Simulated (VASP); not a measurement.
# HfN (CsCl type) (Pm-3m) in VASP: a series of runs, part 2 of 2

VASP 6.6.1.

## (5) Relaxation of cell and atoms, PBE, target pressure 200 GPa, at which the enthalpy is minimised

This run uses another cell than the first one, of 7.94 Å³/atom, 1.030 times its volume.

Contents of INCAR:

```
SYSTEM = HfN
  PREC = Accurate
  ENCUT = 600
  EDIFF = 1E-6
  ISMEAR = -1
  SIGMA = 0.08
  LREAL = .FALSE.
  LASPH = .TRUE.
  NELM = 80
  ALGO = Normal
  ISIF = 3
  LWAVE = .FALSE.
  LCHARG = .FALSE.
  GGA = PE
  IBRION = 2
  NSW = 60
  EDIFFG = -0.005
  PSTRESS = 2000.0
```

Contents of KPOINTS:

```
regular mesh
0
G
  15 15 15
  0 0 0
```

Contents of POSCAR:

```
HfN
1.0
    2.5138433473      0.0000000000      0.0000000000
    0.0000000000      2.5138433473      0.0000000000
    0.0000000000      0.0000000000      2.5138433473
Hf N
1 1
Direct
    0.0000000000      0.0000000000      0.0000000000
    0.5000000000      0.5000000000      0.5000000000
```

Potentials or basis: VASP PAW PBE potentials, release 64 (Hf_pv, N).

The run is started by

```console
$ cat potpaw_PBE.64/Hf_pv/POTCAR potpaw_PBE.64/N/POTCAR > POTCAR
$ mpirun -np 1 vasp_std > vasp.out
```

OUTCAR:

```text
SYSTEM = HfN
   PREC = Accurate
   ENCUT = 600
   EDIFF = 1E-6
   ISMEAR = -1
   LREAL = .FALSE.
   LASPH = .TRUE.
   NELM = 80
   ISIF = 3
   GGA = PE
   IBRION = 2
   NSW = 60
   EDIFFG = -0.005
   PSTRESS = 2000.0

 ion  position               nearest neighbor table
   1  0.000  0.000  0.000-   2 2.18   2 2.18   2 2.18   2 2.18   2 2.18   2 2.18   2 2.18   2 2.18

   2  0.500  0.500  0.500-   1 2.18   1 2.18   1 2.18   1 2.18   1 2.18   1 2.18   1 2.18   1 2.18

  LATTYP: Found a simple cubic cell.
 ALAT       =     2.5138433473

  Lattice vectors:

 A1 = (   2.5138433473,   0.0000000000,   0.0000000000)
 A2 = (   0.0000000000,   2.5138433473,   0.0000000000)
 A3 = (   0.0000000000,   0.0000000000,   2.5138433473)

Analysis of symmetry for initial positions (statically):
=====================================================================
 Subroutine PRICEL returns:
 Original cell was already a primitive cell.

 Routine SETGRP: Setting up the symmetry group for a
 simple cubic supercell.

 Subroutine GETGRP returns: Found 48 space group operations
[... 9 lines left out ...]

 Routine SETGRP: Setting up the symmetry group for a
 simple cubic supercell.

 Subroutine GETGRP returns: Found 48 space group operations
[... 11 lines left out ...]
                                     Primitive cell

  volume of cell :      15.8860
[... 145 lines left out ...]
  Total       16.5183853     16.5183853     16.5183853      0.0000000      0.0000000     -0.0000000
  in kB     1665.9560586   1665.9560586   1665.9560586      0.0000000      0.0000000     -0.0000000
  external PRESSURE =    -334.0439414 kB  Pullay stress =    2000.0000000 kB
[... 215 lines left out ...]
--------------------------------------- Ionic step        7  -------------------------------------------

 number of electron      14.9999999 magnetization

 Free energy of the ion-electron system (eV)
  ---------------------------------------------------
  ext. energy  EPLUGINS =         0.00000000
  ---------------------------------------------------
  free energy    TOTEN  =       -16.64158857 eV

  energy without entropy =      -16.62632026  energy(sigma->0) =      -16.63395442

 E-fermi :  11.5751     XC(G=0): -15.1287

 val. band max:       11.5565511309   @ k =   0.2000   0.2000   0.1333
 cond. band min:      11.5776903812   @ k =   0.3333   0.3333   0.0000
 fundamental gap:      0.0211392502
 Fermi energy:        11.5750888868

 k-point     1 :       0.0000    0.0000    0.0000
  band No.  band energies     occupation
      1     -17.4469      2.00000
      2     -17.4469      2.00000
      3     -17.4469      2.00000
      4      -7.2406      2.00000
      5       7.2341      2.00000
      6       7.2341      2.00000
      7      10.5305      2.00000
      8      10.5305      2.00000
      9      10.5305      2.00000
     10      20.8462      0.00000
     11      20.8462      0.00000
[... 309 lines left out ...]
 k-point    24 :       0.3333    0.2000    0.0000
  band No.  band energies     occupation
      1     -20.4006      2.00000
      2     -18.5597      2.00000
      3     -16.9638      2.00000
      4      -3.8144      2.00000
      5       3.9999      2.00000
      6       7.4814      2.00000
      7       8.6173      2.00000
      8      10.7708      1.99991
      9      17.2140      0.00000
     10      18.0120      0.00000
     11      19.2678      0.00000

 [... further k-points ...]
[... 5 lines left out ...]
  --------------------------------------------------------------------------------------
  -------------------------------------------------------------------------------------
  Total       19.1086688     19.1086688     19.1086688      0.0000000      0.0000000     -0.0000000
  in kB     1999.9347553   1999.9347553   1999.9347553      0.0000000      0.0000000     -0.0000000
  external PRESSURE =      -0.0652447 kB  Pullay stress =    2000.0000000 kB
[... 21 lines left out ...]
  energy  without entropy=      -16.6263202604  energy(sigma->0) =      -16.63395442

  enthalpy is  TOTEN    =         2.4677036604 eV   P V=       19.1092922306

 reached required accuracy - stopping structural energy minimisation
```

OSZICAR:

```text
N       E                     dE             d eps       ncg     rms          rms(c)
DAV:   1     0.490763397474E+02    0.49076E+02   -0.92861E+03  2651   0.151E+03
[... 50 lines left out ...]
DAV:   4    -0.166512739825E+02    0.74066E-07   -0.13500E-07  1392   0.436E-03
   6 F= 0.24677169E+01 E0= 0.24753527E+01  d E =0.131779E-04
       N       E                     dE             d eps       ncg     rms          rms(c)
DAV:   1    -0.166415983559E+02    0.96757E-02   -0.31917E-04  2670   0.200E-01    0.894E-02
DAV:   2    -0.166415909767E+02    0.73792E-05   -0.83446E-06  2745   0.345E-02    0.489E-02
DAV:   3    -0.166415884978E+02    0.24790E-05   -0.77795E-06  2811   0.299E-02    0.177E-02
DAV:   4    -0.166415885702E+02   -0.72459E-07   -0.92971E-08  1371   0.362E-03
   7 F= 0.24677037E+01 E0= 0.24753378E+01  d E =-.968810E-07
```

CONTCAR:

```text
HfN
   1.00000000000000
     2.4829905283942773    0.0000000000000000    0.0000000000000000
     0.0000000000000000    2.4829905283942773    0.0000000000000000
    -0.0000000000000000   -0.0000000000000000    2.4829905283942773
  Hf              N
     1     1
Direct
     0.0000000000000000    0.0000000000000000    0.0000000000000000
     0.5000000000000000    0.5000000000000000    0.5000000000000000

  0.00000000E+00  0.00000000E+00  0.00000000E+00
  0.00000000E+00  0.00000000E+00  0.00000000E+00
```

Wall time 51 s (1 thread of Intel Xeon 6975P-C, shared host); peak memory 0.16 GiB.

Results:

* Free energy: -16.6416 eV
* Relaxed volume: 7.65 Å³/atom
* Relaxed cell: a = 2.483 Å, b = 2.483 Å, c = 2.483 Å, α = 90.00°, β = 90.00°, γ = 90.00°
* Space group after relaxing (to 0.05 Å): Pm-3m (No. 221)
* Energy change on relaxing (the enthalpy is what falls): +329.6 meV/atom
* Ionic steps: 7
* Pressure after relaxing: 200.0 GPa

The path:
```
step  energy change (eV)  largest force (eV/Å)  pressure (GPa)  volume (Å³)
   1              0.0000                0.0000          166.60        15.89
   2              6.6103                0.0000          493.34        12.37
   3              0.5875                0.0000          196.38        15.37
   4              0.6472                0.0000          199.48        15.32
   5              0.6612                0.0000          200.11        15.31
   6              0.6496                0.0000          199.47        15.32
   7              0.6593                0.0000          199.99        15.31
```

Final structure:
```yaml
crystal:
  lattice:
    - [2.48299, 0.00000, 0.00000]
    - [0.00000, 2.48299, 0.00000]
    - [0.00000, 0.00000, 2.48299]
  atoms:
    - { symbol: Hf, position: [0.00000, 0.00000, 0.00000] }
    - { symbol: N, position: [0.50000, 0.50000, 0.50000] }
```

Caveat: the cell is relaxed towards a set pressure, so the enthalpy falls and the energy may rise; spin-orbit coupling is left out, which moves the levels of the heavy elements.

## (6) The runs side by side

```csv
task,cell,cutoff (eV),gap on the mesh (eV),pressure (GPa)
single point,"a = 2.489 Å, 2 atoms",520,none,192.7
relaxation of cell and atoms,"relaxed to 200 GPa from a = 2.489 Å, 2 atoms",600,none,200.0
relaxation of cell and atoms,"relaxed to 200 GPa from a = 2.514 Å, 2 atoms",600,none,200.0
```

Alike in all rows: level PBE; potentials or basis VASP PAW PBE potentials, release 64 (Hf_pv, N); no spin polarisation; k mesh 15 × 15 × 15; smearing fermi-dirac 0.08 eV.

Caveats: spin-orbit coupling is left out, which moves the levels of the heavy elements; the cell is relaxed towards a set pressure, so the enthalpy falls and the energy may rise (some runs).

Absolute energies hang on the potentials; compare differences alone.
